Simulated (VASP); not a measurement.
# NaCl (Fm-3m) in VASP: notebook, part 2 of 2

VASP 6.6.1.

## Step 3: Single point, PBE

The input, INCAR:

```
SYSTEM = NaCl
  ALGO = Normal
  EDIFF = 1E-6
  ENCUT = 500
  GGA = PE
  GGA_COMPAT = .False.
  ISIF = 2
  ISMEAR = 0
  LASPH = .True.
  LCHARG = .True.
  LELF = .True.
  LREAL = .False.
  LVHAR = .True.
  LWAVE = .False.
  NBANDS = 14
  NELM = 120
  PREC = Accurate
  SIGMA = 0.01
```

The input, KPOINTS:

```
k-points
0
Gamma
  4 4 4
  0 0 0
```

The input, POSCAR:

```
NaCl
1.0
    0.0000000000      2.8027319616      2.8027319616
    2.8027319616      0.0000000000      2.8027319616
    2.8027319616      2.8027319616      0.0000000000
Na Cl
1 1
Direct
    0.0000000000      0.0000000000      0.0000000000
    0.5000000000      0.5000000000      0.5000000000
```

Potentials or basis: VASP PAW PBE potentials, release 64 (Na_pv, Cl).

Launch:

```sh
> cat potpaw_PBE.64/Na_pv/POTCAR potpaw_PBE.64/Cl/POTCAR > POTCAR
> mpirun -np 1 vasp_std > vasp.out
```

OUTCAR:

```text
SYSTEM = NaCl
   EDIFF = 1E-6
   ENCUT = 500
   GGA = PE
   ISIF = 2
   ISMEAR = 0
   LASPH = .True.
   LREAL = .False.
   NELM = 120
   PREC = Accurate

 ion  position               nearest neighbor table
   1  0.000  0.000  0.000-
   2  0.500  0.500  0.500-

  LATTYP: Found a face centered cubic cell.
 ALAT       =     5.6054639232

  Lattice vectors:

 A1 = (   0.0000000000,   2.8027319616,   2.8027319616)
 A2 = (   2.8027319616,   0.0000000000,   2.8027319616)
 A3 = (   2.8027319616,   2.8027319616,   0.0000000000)

Analysis of symmetry for initial positions (statically):
=====================================================================
 Subroutine PRICEL returns:
 Original cell was already a primitive cell.

 Routine SETGRP: Setting up the symmetry group for a
 face centered cubic supercell.

 Subroutine GETGRP returns: Found 48 space group operations
 (whereof 48 operations were pure point group operations)
 out of a pool of 48 trial point group operations.

The static configuration has the point symmetry O_h .

Analysis of symmetry for dynamics (positions and initial velocities):
=====================================================================
 Subroutine PRICEL returns:
 Original cell was already a primitive cell.

 Routine SETGRP: Setting up the symmetry group for a
 face centered cubic supercell.

 Subroutine GETGRP returns: Found 48 space group operations
 (whereof 48 operations were pure point group operations)
 out of a pool of 48 trial point group operations.

The dynamic configuration has the point symmetry O_h .

 Subroutine INISYM returns: Found 48 space group operations
 (whereof 48 operations are pure point group operations),
 and found     1 'primitive' translations

----------------------------------------------------------------------------------------

                                     Primitive cell

  volume of cell :      44.0326

  direct lattice vectors                    reciprocal lattice vectors
     0.000000000  2.802731962  2.802731962    -0.178397366  0.178397366  0.178397366
     2.802731962  0.000000000  2.802731962     0.178397366 -0.178397366  0.178397366
     2.802731962  2.802731962  0.000000000     0.178397366  0.178397366 -0.178397366

  length of vectors
     3.963661552  3.963661552  3.963661552     0.308993302  0.308993302  0.308993302

  position of ions in fractional coordinates (direct lattice)
     0.000000000  0.000000000  0.000000000
     0.500000000  0.500000000  0.500000000

  ion indices of the primitive-cell ions
   primitive index   ion index
                 1           1
                 2           2

----------------------------------------------------------------------------------------

 KPOINTS: k-points

Automatic generation of k-mesh.
 Grid dimensions read from file:
 generate k-points for:    4    4    4

 Generating k-lattice:

  Cartesian coordinates                     Fractional coordinates (reciprocal lattice)
    -0.044599342  0.044599342  0.044599342     0.250000000  0.000000000  0.000000000
     0.044599342 -0.044599342  0.044599342     0.000000000  0.250000000  0.000000000
     0.044599342  0.044599342 -0.044599342     0.000000000  0.000000000  0.250000000

  Length of vectors
     0.077248326  0.077248326  0.077248326

  Shift w.r.t. Gamma in fractional coordinates (k-lattice)
     0.000000000  0.000000000  0.000000000

 Subroutine IBZKPT returns following result:
 ===========================================

 Found      8 irreducible k-points:

 Following reciprocal coordinates:
            Coordinates               Weight
  0.000000  0.000000  0.000000      1.000000
  0.250000  0.000000  0.000000      8.000000
  0.500000  0.000000  0.000000      4.000000
  0.250000  0.250000  0.000000      6.000000
  0.500000  0.250000  0.000000     24.000000
 -0.250000  0.250000  0.000000     12.000000
  0.500000  0.500000  0.000000      3.000000
 -0.250000  0.500000  0.250000      6.000000
   k-points           NKPTS =      8   k-points in BZ     NKDIM =      8   number of bands    NBANDS=     14
   number of dos      NEDOS =    301   number of ions     NIONS =      2
   total plane-waves  NPLWV =  27000
   dimension x,y,z NGX =    30 NGY =   30 NGZ =   30
   dimension x,y,z NGXF=    60 NGYF=   60 NGZF=   60
   ions per type =               1   1
   NGX,Y,Z   is equivalent  to a cutoff of  12.58, 12.58, 12.58 a.u.
   NGXF,Y,Z  is equivalent  to a cutoff of  25.17, 25.17, 25.17 a.u.
 SYSTEM =  NaCl
   PREC   = accura    normal or accurate (medium, high low for compatibility)
   ISTART =      0    job   : 0-new  1-cont  2-samecut
   ICHARG =      2    charge: 1-file 2-atom 10-const
   ISPIN  =      1    spin polarized calculation?
   LNONCOLLINEAR =      F non collinear calculations
   LSORBIT =      F    spin-orbit coupling
   LASPH  =      T    aspherical Exc in radial PAW
   ENCUT  =  500.0 eV  36.75 Ry    6.06 a.u.   7.23  7.23  7.23*2*pi/ulx,y,z
   NELM   =    120;   NELMIN=  2; NELMDL= -5     # of ELM steps
   EDIFF  = 0.1E-05   stopping-criterion for ELM
   LREAL  =      F    real-space projection
   EDIFFG = 0.1E-04   stopping-criterion for IOM
   NSW    =      0    number of steps for IOM
   IBRION =     -1    ionic relax: 0-MD 1-quasi-New 2-CG
   NFREE  =      0    steps in history (QN), initial steepest desc. (CG)
   ISIF   =      2    stress and relaxation
   ISYM   =      2    0-nonsym 1-usesym 2-fastsym
   POTIM  = 0.5000    time-step for ionic-motion
   TEBEG  =    0.0;   TEEND  =   0.0 temperature during run
   PSTRESS=    0.0 pullay stress
   NELECT =      14.0000    total number of electrons
   NUPDOWN=      -1.0000    fix difference up-down
   EMIN   =  10.00;   EMAX   =-10.00  energy-range for DOS
   EFERMI =   0.00;   METHOD = LEGACY
   ISMEAR =     0;   SIGMA  =   0.01  broadening in eV -4-tet -1-fermi 0-gaus
   EFERMI_NEDOS =   21; number of points for ismear=-14 and -15
   IALGO  =     38    algorithm
   IMIX   =      4    mixing-type and parameters
     AMIX     =   0.40;   BMIX     =  1.00
     AMIX_MAG =   1.60;   BMIX_MAG =  1.00
  volume/ion in A,a.u.               =      22.02       148.57
  Fermi-wavevector in a.u.,A,eV,Ry     =   1.117359  2.111502 16.986744  1.248490
  Thomas-Fermi vector in A             =   2.253981
   LORBIT       =      0    0 simple, 1 ext, 2 COOP (PROOUT), +10 PAW based schemes
   GGA     = PE    functional components
   LHFCALC =     F    Hartree Fock is set to
   AEXX    =    0.0000 exact exchange contribution
   IVDW    =     0    specifies the selected vdW correction
   LEPSILON=     F    determine dielectric tensor
   LRPA    =     F    only Hartree local field effects (RPA)
 non-spin polarized calculation
 Gauss-broadening in eV      SIGMA  =   0.01
  energy-cutoff  :      500.00
  volume of cell :       44.03
 maximum number of plane-waves:      1139
 NGX is ok and might be reduce to    30
   NGX = 15   NGY = 15   NGZ = 15

 number of electron      14.0000003 magnetization

 Free energy of the ion-electron system (eV)
  ---------------------------------------------------
  ext. energy  EPLUGINS =         0.00000000
  ---------------------------------------------------
  free energy    TOTEN  =        -6.76739348 eV

  energy without entropy =       -6.76739348  energy(sigma->0) =       -6.76739348

 E-fermi :  -0.5554     XC(G=0):  -8.2445

 val. band max:       -0.6213316441   @ k =   0.0000   0.0000   0.0000
 cond. band min:       4.5563397293   @ k =   0.0000   0.0000   0.0000
 fundamental gap:      5.1776713734
 Fermi energy:        -0.5553959621

 k-point     1 :       0.0000    0.0000    0.0000
  band No.  band energies     occupation
      1     -21.4085      2.00000
      2     -21.4085      2.00000
      3     -21.4085      2.00000
      4     -13.3223      2.00000
      5      -0.6213      2.00000
      6      -0.6213      2.00000
      7      -0.6213      2.00000
      8       4.5563      0.00000
      9      10.5162      0.00000
     10      10.5162      0.00000
     11      10.5162      0.00000
     12      12.7011      0.00000
     13      12.7011      0.00000
     14      14.3391      0.00000
[... 105 lines left out ...]
      1     -21.4238      2.00000
      2     -21.4238      2.00000
      3     -21.4196      2.00000
      4     -12.8993      2.00000
      5      -1.8426      2.00000
      6      -1.8426      2.00000
      7      -1.3981      2.00000
      8       8.2807      0.00000
      9       9.1305      0.00000
     10       9.1305      0.00000
     11      10.8289      0.00000
     12      15.2296      0.00000
     13      15.2296      0.00000
     14      15.7938      0.00000

------------------------ aborting loop because EDIFF is reached ----------------------------------------

  FORCE on cell =-STRESS in cart. coord.  units (eV):
  Direction    XX          YY          ZZ          XY          YZ          ZX
  --------------------------------------------------------------------------------------
  -------------------------------------------------------------------------------------
  Total        0.3406241      0.3406241      0.3406241      0.0000000      0.0000000      0.0000000
  in kB       12.3939919     12.3939919     12.3939919      0.0000000      0.0000000      0.0000000
  external PRESSURE =      12.3939919 kB  Pullay stress =       0.0000000 kB

 VOLUME and BASIS-vectors are now :
 -----------------------------------------------------------------------------
  energy-cutoff  :      500.00
  volume of cell :       44.03
      direct lattice vectors                 reciprocal lattice vectors
     0.000000000  2.802731962  2.802731962    -0.178397366  0.178397366  0.178397366
     2.802731962  0.000000000  2.802731962     0.178397366 -0.178397366  0.178397366
     2.802731962  2.802731962  0.000000000     0.178397366  0.178397366 -0.178397366

 POSITION                                       TOTAL-FORCE (eV/Angst)
 -----------------------------------------------------------------------------------
      0.00000      0.00000      0.00000         0.000000      0.000000      0.000000
      2.80273      2.80273      2.80273        -0.000000     -0.000000     -0.000000
 -----------------------------------------------------------------------------------
    total drift:                               -0.000000      0.000000      0.000000

  FREE ENERGIE OF THE ION-ELECTRON SYSTEM (eV)
  ---------------------------------------------------
  free  energy   TOTEN  =        -6.7673934797 eV

  energy  without entropy=       -6.7673934797  energy(sigma->0) =       -6.76739348
```

OSZICAR:

```text
N       E                     dE             d eps       ncg     rms          rms(c)
DAV:   1     0.102191729907E+03    0.10219E+03   -0.65248E+03   230   0.982E+02
DAV:   2     0.494400098540E+00   -0.10170E+03   -0.95001E+02   248   0.285E+02
DAV:   3    -0.683907847490E+01   -0.73335E+01   -0.72807E+01   284   0.705E+01
DAV:   4    -0.696042462116E+01   -0.12135E+00   -0.12125E+00   254   0.958E+00
DAV:   5    -0.696296872883E+01   -0.25441E-02   -0.25441E-02   286   0.146E+00    0.216E+00
DAV:   6    -0.677342316675E+01    0.18955E+00   -0.31228E-01   266   0.327E+00    0.161E+00
DAV:   7    -0.676183536160E+01    0.11588E-01   -0.82777E-02   274   0.165E+00    0.110E+00
DAV:   8    -0.676741673967E+01   -0.55814E-02   -0.96369E-03   248   0.854E-01    0.302E-01
DAV:   9    -0.676729076207E+01    0.12598E-03   -0.22441E-04   302   0.116E-01    0.160E-01
DAV:  10    -0.676740525948E+01   -0.11450E-03   -0.31583E-04   242   0.138E-01    0.733E-02
DAV:  11    -0.676739313904E+01    0.12120E-04   -0.22769E-05   278   0.436E-02    0.128E-02
DAV:  12    -0.676739347965E+01   -0.34062E-06   -0.19950E-06   242   0.129E-02
   1 F= -.67673935E+01 E0= -.67673935E+01  d E =-.347699E-22
```

stdout:

```text
POSCAR found type information on POSCAR NaCl
 POSCAR found :  2 types and       2 ions
 scaLAPACK will be used
 LDA part: xc-table for (Slater+PW92), standard interpolation
 POSCAR, INCAR and KPOINTS ok, starting setup
 FFT: planning ... GRIDC
 FFT: planning ... GRID_SOFT
 FFT: planning ... GRID
 WAVECAR not read
 entering main loop
```

Wall time 11 s (1 thread of Intel Xeon 8259CL, shared host); peak memory 0.15 GiB.

What came out:

```yaml
Free_energy: -6.7674 eV
Pressure: 1.2 GPa
Band_gap_on_the_k_mesh: 5.18 eV, direct
```

Caveat: the k points lie up to 0.49 Å⁻¹ apart.
